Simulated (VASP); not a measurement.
# Al (Im-3m) in VASP: notebook

Al is run at these levels: PBEsol+D3(BJ); tasks: single point.

Program: VASP 6.6.1. These are calculated values, not measurements. Logs are shortened: lines on timing, memory, paths and dates and some standing lists are left out, and cuts for length are marked.

**1. The cell of the first run**

Symmetry: Im-3m, No. 229, cubic system. The conventional cell has a = 3.182 Å, b = 3.182 Å, c = 3.182 Å, α = 90.00°, β = 90.00°, γ = 90.00°. Al (site symmetry m-3m) has 14 Al at 2.76 to 3.18 Å within 3.6 Å.

This isn't the form of Al at room conditions, which is fcc.

**2. Single point, PBEsol+D3(BJ)**

The input, INCAR:

```
SYSTEM = Al
  ALGO = Normal
  EDIFF = 1E-6
  ENCUT = 500
  GGA = PS
  GGA_COMPAT = .FALSE.
  ISIF = 2
  ISMEAR = -1
  IVDW = 12
  LASPH = .TRUE.
  LCHARG = .FALSE.
  LREAL = .FALSE.
  LWAVE = .FALSE.
  NBANDS = 8
  NELM = 120
  PREC = Accurate
  SIGMA = 0.1
```

The input, KPOINTS:

```
k-points
0
G
  13 13 13
  0 0 0
```

The input, POSCAR:

```
Al
1.0
   -1.5912185000      1.5912185000      1.5912185000
    1.5912185000     -1.5912185000      1.5912185000
    1.5912185000      1.5912185000     -1.5912185000
Al
1
Direct
    0.0000000000      0.0000000000      0.0000000000
```

Potentials or basis: VASP PAW PBE potentials, release 64 (Al).

On the command line:

```console
> cat potpaw_PBE.64/Al/POTCAR > POTCAR
> mpirun -np 1 vasp_std > vasp.out
```

OUTCAR:

```text
SYSTEM = Al
   EDIFF = 1E-6
   ENCUT = 500
   GGA = PS
   ISIF = 2
   ISMEAR = -1
   IVDW = 12
   LASPH = .TRUE.
   LREAL = .FALSE.
   NELM = 120
   PREC = Accurate
 IVDW          = 12

 ion  position               nearest neighbor table
   1  0.000  0.000  0.000-

  LATTYP: Found a body centered cubic cell.
 ALAT       =     3.1824370000

  Lattice vectors:

 A1 = (  -1.5912185000,   1.5912185000,   1.5912185000)
 A2 = (   1.5912185000,  -1.5912185000,   1.5912185000)
 A3 = (   1.5912185000,   1.5912185000,  -1.5912185000)

Analysis of symmetry for initial positions (statically):
=====================================================================
 Subroutine PRICEL returns:
 Original cell was already a primitive cell.

 Routine SETGRP: Setting up the symmetry group for a
 body centered cubic supercell.

 Subroutine GETGRP returns: Found 48 space group operations
 (whereof 48 operations were pure point group operations)
 out of a pool of 48 trial point group operations.

The static configuration has the point symmetry O_h .

Analysis of symmetry for dynamics (positions and initial velocities):
=====================================================================
 Subroutine PRICEL returns:
 Original cell was already a primitive cell.

 Routine SETGRP: Setting up the symmetry group for a
 body centered cubic supercell.

 Subroutine GETGRP returns: Found 48 space group operations
 (whereof 48 operations were pure point group operations)
 out of a pool of 48 trial point group operations.

The dynamic configuration has the point symmetry O_h .

 Subroutine INISYM returns: Found 48 space group operations
 (whereof 48 operations are pure point group operations),
 and found     1 'primitive' translations

----------------------------------------------------------------------------------------

                                     Primitive cell

  volume of cell :      16.1157

  direct lattice vectors                    reciprocal lattice vectors
    -1.591218500  1.591218500  1.591218500     0.000000000  0.314224602  0.314224602
     1.591218500 -1.591218500  1.591218500     0.314224602  0.000000000  0.314224602
     1.591218500  1.591218500 -1.591218500     0.314224602  0.314224602  0.000000000

  length of vectors
     2.756071288  2.756071288  2.756071288     0.444380694  0.444380694  0.444380694

  position of ions in fractional coordinates (direct lattice)
     0.000000000  0.000000000  0.000000000

  ion indices of the primitive-cell ions
   primitive index   ion index
                 1           1

----------------------------------------------------------------------------------------

 KPOINTS: k-points

Automatic generation of k-mesh.
 Grid dimensions read from file:
 generate k-points for:   13   13   13

 Generating k-lattice:

  Cartesian coordinates                     Fractional coordinates (reciprocal lattice)
     0.000000000  0.024171123  0.024171123     0.076923077  0.000000000  0.000000000
     0.024171123  0.000000000  0.024171123     0.000000000  0.076923077  0.000000000
     0.024171123  0.024171123  0.000000000     0.000000000  0.000000000  0.076923077

  Length of vectors
     0.034183130  0.034183130  0.034183130

  Shift w.r.t. Gamma in fractional coordinates (k-lattice)
     0.000000000  0.000000000  0.000000000

 Subroutine IBZKPT returns following result:
 ===========================================

 Found     84 irreducible k-points:

 Following reciprocal coordinates:
            Coordinates               Weight
  0.000000  0.000000  0.000000      1.000000
  0.076923  0.000000  0.000000     12.000000
  0.153846  0.000000  0.000000     12.000000
  0.230769  0.000000  0.000000     12.000000
  0.307692  0.000000  0.000000     12.000000
  0.384615  0.000000  0.000000     12.000000
[... 16 lines left out ...]
  0.153846  0.076923  0.076923     24.000000
  0.230769  0.076923  0.076923     24.000000
 [... further k-points ...]
   k-points           NKPTS =     84   k-points in BZ     NKDIM =     84   number of bands    NBANDS=      8
   number of dos      NEDOS =    301   number of ions     NIONS =      1
   total plane-waves  NPLWV =   8000
   dimension x,y,z NGX =    20 NGY =   20 NGZ =   20
   dimension x,y,z NGXF=    40 NGYF=   40 NGZF=   40
   ions per type =               1
   NGX,Y,Z   is equivalent  to a cutoff of  12.06, 12.06, 12.06 a.u.
   NGXF,Y,Z  is equivalent  to a cutoff of  24.13, 24.13, 24.13 a.u.
 SYSTEM =  Al
   PREC   = accura    normal or accurate (medium, high low for compatibility)
   ISTART =      0    job   : 0-new  1-cont  2-samecut
   ICHARG =      2    charge: 1-file 2-atom 10-const
   ISPIN  =      1    spin polarized calculation?
   LNONCOLLINEAR =      F non collinear calculations
   LSORBIT =      F    spin-orbit coupling
   LASPH  =      T    aspherical Exc in radial PAW
   ENCUT  =  500.0 eV  36.75 Ry    6.06 a.u.   5.02  5.02  5.02*2*pi/ulx,y,z
   NELM   =    120;   NELMIN=  2; NELMDL= -5     # of ELM steps
   EDIFF  = 0.1E-05   stopping-criterion for ELM
   LREAL  =      F    real-space projection
   EDIFFG = 0.1E-04   stopping-criterion for IOM
   NSW    =      0    number of steps for IOM
   IBRION =     -1    ionic relax: 0-MD 1-quasi-New 2-CG
   NFREE  =      0    steps in history (QN), initial steepest desc. (CG)
   ISIF   =      2    stress and relaxation
   ISYM   =      2    0-nonsym 1-usesym 2-fastsym
   POTIM  = 0.5000    time-step for ionic-motion
   TEBEG  =    0.0;   TEEND  =   0.0 temperature during run
   PSTRESS=    0.0 pullay stress
   NELECT =       3.0000    total number of electrons
   NUPDOWN=      -1.0000    fix difference up-down
   EMIN   =  10.00;   EMAX   =-10.00  energy-range for DOS
   EFERMI =   0.00;   METHOD = LEGACY
   ISMEAR =    -1;   SIGMA  =   0.10  broadening in eV -4-tet -1-fermi 0-gaus
   EFERMI_NEDOS =   21; number of points for ismear=-14 and -15
   IALGO  =     38    algorithm
   IMIX   =      4    mixing-type and parameters
     AMIX     =   0.40;   BMIX     =  1.00
     AMIX_MAG =   1.60;   BMIX_MAG =  1.00
  volume/ion in A,a.u.               =      16.12       108.75
  Fermi-wavevector in a.u.,A,eV,Ry     =   0.934757  1.766435 11.888374  0.873771
  Thomas-Fermi vector in A             =   2.061595
   LORBIT       =      0    0 simple, 1 ext, 2 COOP (PROOUT), +10 PAW based schemes
   GGA     = PS    functional components
   LHFCALC =     F    Hartree Fock is set to
   AEXX    =    0.0000 exact exchange contribution
   IVDW    =    12    specifies the selected vdW correction
   LEPSILON=     F    determine dielectric tensor
   LRPA    =     F    only Hartree local field effects (RPA)
 non-spin polarized calculation
  energy-cutoff  :      500.00
  volume of cell :       16.12
 maximum number of plane-waves:       420
   NGX =  9   NGY =  9   NGZ =  9

 number of electron       3.0000000 magnetization

 Free energy of the ion-electron system (eV)
  ---------------------------------------------------
  ext. energy  EPLUGINS =         0.00000000
  ---------------------------------------------------
  free energy    TOTEN  =        -3.99924691 eV

  energy without entropy =       -3.98675106  energy(sigma->0) =       -3.99299899

 E-fermi :   8.2188     XC(G=0): -10.3472

 val. band max:        8.0906154029   @ k =   0.3077   0.1538  -0.0000
 cond. band min:       8.2508702134   @ k =  -0.3846   0.3846   0.1538
 fundamental gap:      0.1602548105
 Fermi energy:         8.2188142405

 k-point     1 :       0.0000    0.0000    0.0000
  band No.  band energies     occupation
      1      -3.0916      2.00000
      2      21.5844      0.00000
      3      21.5844      0.00000
      4      21.5844      0.00000
      5      23.2254      0.00000
      6      23.2254      0.00000
      7      23.2254      0.00000
      8      24.6688      0.00000

 k-point     2 :       0.0769    0.0000    0.0000
  band No.  band energies     occupation
      1      -2.9187      2.00000
      2      19.6717      0.00000
      3      20.5542      0.00000
      4      20.9159      0.00000
      5      22.4938      0.00000
      6      23.5029      0.00000
      7      23.9164      0.00000
      8      24.5425      0.00000

 k-point     3 :       0.1538    0.0000    0.0000
  band No.  band energies     occupation
      1      -2.4013      2.00000
      2      16.5054      0.00000
      3      19.2527      0.00000
      4      19.6627      0.00000
      5      21.2490      0.00000
      6      22.4032      0.00000
      7      24.8098      0.00000
      8      25.1703      0.00000

 k-point     4 :       0.2308    0.0000    0.0000
  band No.  band energies     occupation
      1      -1.5432      2.00000
      2      13.3226      0.00000
      3      18.1804      0.00000
      4      18.4716      0.00000
      5      20.1259      0.00000
      6      21.4673      0.00000
      7      25.8282      0.00000
      8      25.8565      0.00000

 k-point     5 :       0.3077    0.0000    0.0000
  band No.  band energies     occupation
      1      -0.3507      2.00000
      2      10.3412      0.00000
      3      17.3733      0.00000
      4      17.5252      0.00000
      5      19.2536      0.00000
      6      20.6917      0.00000
      7      26.7363      0.00000
      8      27.1393      0.00000
[... 177 lines left out ...]
 k-point    22 :       0.0769    0.0769    0.0769
  band No.  band energies     occupation
      1      -2.0574      2.00000
      2      16.6510      0.00000
      3      16.6510      0.00000
      4      17.1724      0.00000
      5      24.1395      0.00000
      6      24.1395      0.00000
      7      24.6623      0.00000
      8      24.6623      0.00000

 k-point    23 :       0.1538    0.0769    0.0769
  band No.  band energies     occupation
      1      -1.2014      2.00000
      2      13.5979      0.00000
      3      15.4105      0.00000
      4      15.9607      0.00000
      5      23.5420      0.00000
      6      23.9424      0.00000
      7      25.7540      0.00000
      8      25.8859      0.00000

 k-point    24 :       0.2308    0.0769    0.0769
  band No.  band energies     occupation
      1      -0.0120      2.00000
      2      10.6429      0.00000
      3      14.4607      0.00000
      4      15.0925      0.00000
      5      22.8159      0.00000
      6      23.3229      0.00000
      7      26.9339      0.00000
      8      27.2395      0.00000

 [... further k-points ...]

------------------------ aborting loop because EDIFF is reached ----------------------------------------

 Edisp (eV)   -0.32540

 E8    (eV) :    -0.2192

  FORCE on cell =-STRESS in cart. coord.  units (eV):
  Direction    XX          YY          ZZ          XY          YZ          ZX
  --------------------------------------------------------------------------------------
  -------------------------------------------------------------------------------------
  Total      -0.12573    -0.12573    -0.12573    -0.00000     0.00000    -0.00000
  in kB     -12.49957   -12.49957   -12.49957    -0.00000     0.00000    -0.00000
  external pressure =      -12.50 kB  Pullay stress =        0.00 kB

 VOLUME and BASIS-vectors are now :
 -----------------------------------------------------------------------------
  energy-cutoff  :      500.00
  volume of cell :       16.12
      direct lattice vectors                 reciprocal lattice vectors
    -1.591218500  1.591218500  1.591218500     0.000000000  0.314224602  0.314224602
     1.591218500 -1.591218500  1.591218500     0.314224602  0.000000000  0.314224602
     1.591218500  1.591218500 -1.591218500     0.314224602  0.314224602  0.000000000

 POSITION                                       TOTAL-FORCE (eV/Angst)
 -----------------------------------------------------------------------------------
      0.00000      0.00000      0.00000         0.000000      0.000000      0.000000
 -----------------------------------------------------------------------------------
    total drift:                                0.000000      0.000000     -0.000000

  FREE ENERGIE OF THE ION-ELECTRON SYSTEM (eV)
  ---------------------------------------------------
  free  energy   TOTEN  =        -4.3246459382 eV

  energy  without entropy=       -4.3121500898  energy(sigma->0) =       -4.31839801
```

It took 3 s on 1 thread of Intel Xeon Platinum 8481C at 2.70GHz (Sapphire Rapids), shared host; peak memory 0.13 GiB.

Results:

```yaml
Free_energy: -4.3246 eV
Pressure: -1.2 GPa
Band_gap_on_the_k_mesh: zero (an odd number of electrons rules out a gap without spin polarisation)
Dispersion_energy_per_atom: -0.325 eV
```

Caveat: the PAW data sets were made with another functional, which shifts forces and pressure a little.

[end of part 1 of 2]
